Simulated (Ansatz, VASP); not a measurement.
## Rh: VASP beside Ansatz

POSCAR

```
Rh
1.0
    0.0000000000      1.8978500000      1.8978500000
    1.8978500000      0.0000000000      1.8978500000
    1.8978500000      1.8978500000      0.0000000000
Rh
1
Direct
    0.0000000000      0.0000000000      0.0000000000
```

INCAR.step1

```
SYSTEM = Rh
ALGO     = Normal         ! electronic algorithm
EDIFF    = 1E-4           ! SCF threshold, eV
ENCUT    = 520            ! plane-wave cutoff, eV
GGA      = PE             ! functional
GGA_COMPAT= .FALSE.      
ISMEAR   = -1             ! smearing method
LASPH    = .TRUE.         ! aspherical terms in the spheres
LCHARG   = .FALSE.        ! write CHGCAR
LMAXMIX  = 4              ! l up to which the mixer works
LNONCOLLINEAR= .TRUE.         ! non-collinear magnetism
LREAL    = .FALSE.        ! projectors in reciprocal space
LSORBIT  = .TRUE.         ! spin-orbit coupling
LWAVE    = .TRUE.         ! write WAVECAR
MAGMOM   = 0 0 0          ! initial moments
NBANDS   = 26             ! bands
NELM     = 150            ! most SCF steps
PREC     = Accurate       ! precision mode
SIGMA    = 0.05           ! smearing width, eV
```

The input INCAR.step2:

```
SYSTEM = Rh
ALGO     = Normal         ! electronic algorithm
EDIFF    = 1E-6           ! SCF threshold, eV
ENCUT    = 520            ! plane-wave cutoff, eV
GGA_COMPAT= .FALSE.      
ISIF     = 2              ! what is computed and relaxed
ISMEAR   = -1             ! smearing method
ISTART   = 1            
LASPH    = .TRUE.         ! aspherical terms in the spheres
LCHARG   = .FALSE.        ! write CHGCAR
LMAXMIX  = 4              ! l up to which the mixer works
LMIXTAU  = .TRUE.       
LNONCOLLINEAR= .TRUE.         ! non-collinear magnetism
LORBIT   = 11             ! projections on sites
LORBMOM  = .TRUE.       
LREAL    = .FALSE.        ! projectors in reciprocal space
LSORBIT  = .TRUE.         ! spin-orbit coupling
LWAVE    = .FALSE.        ! write WAVECAR
MAGMOM   = 0 0 0          ! initial moments
METAGGA  = R2SCAN         ! meta-GGA
NBANDS   = 26             ! bands
NELM     = 150            ! most SCF steps
PREC     = Accurate       ! precision mode
SIGMA    = 0.05           ! smearing width, eV
```

KPOINTS

```
k-points
0
G
  9 9 9
  0 0 0
```

File input.yaml:

```yaml
crystal:
  lattice:
    - [0.0, 1.89785, 1.89785]
    - [1.89785, 0.0, 1.89785]
    - [1.89785, 1.89785, 0.0]
  atoms:
    - { symbol: Rh, position: [0.0, 0.0, 0.0] }
hamiltonian:
  xc: r2scan
  pseudopotentials: { kind: paw_fr }
magnetization:
  noncollinear: true
  spin_orbit: true
kpoints:
  mp_grid: { grid: [9, 9, 9] }
  band_path:
    path:
      - [[0.0, 0.0, 0.0], [0.5, 0.0, 0.5], [0.5, 0.25, 0.75], [0.375, 0.375, 0.75], [0.0, 0.0, 0.0], [0.5, 0.5, 0.5], [0.625, 0.25, 0.625], [0.5, 0.25, 0.75], [0.5, 0.5, 0.5], [0.375, 0.375, 0.75]]
      - [[0.625, 0.25, 0.625], [0.5, 0.0, 0.5]]
    npoints: 14
scf:
  occupations: { method: fermi_dirac, width: 0.05 }
  n_extra_bands: 6
output:
  forces: true
  stress: true
  eigenvalues: true
  fatbands: true
```

Alike in both runs: functional r2SCAN; k mesh 9 × 9 × 9; occupations fermi-dirac, width 0.05 eV; non-collinear spin, spin-orbit coupling.

```csv
,VASP,Ansatz
version,VASP 6.6.1,Ansatz 0.2.0
potentials or method,"VASP PAW PBE potentials, release 64 (Rh_pv)",Ansatz PAW
plane-wave cutoff (eV),520,500
valence electrons in the cell,15,17
task,single point,band structure
```

```tsv
	VASP	Ansatz	Ansatz less VASP
pressure (GPa)	2.7	1.3	-1.37
net moment per atom (μB)	0.00	0.00	0.000
```

VASP's potentials were made for PBE, not for r2SCAN. The functional is the same, so the differences come from potentials, cutoffs and numerics. VASP's potentials hold 15 valence electrons a cell and Ansatz's 17, so a difference there can come from the potentials and not from the codes.
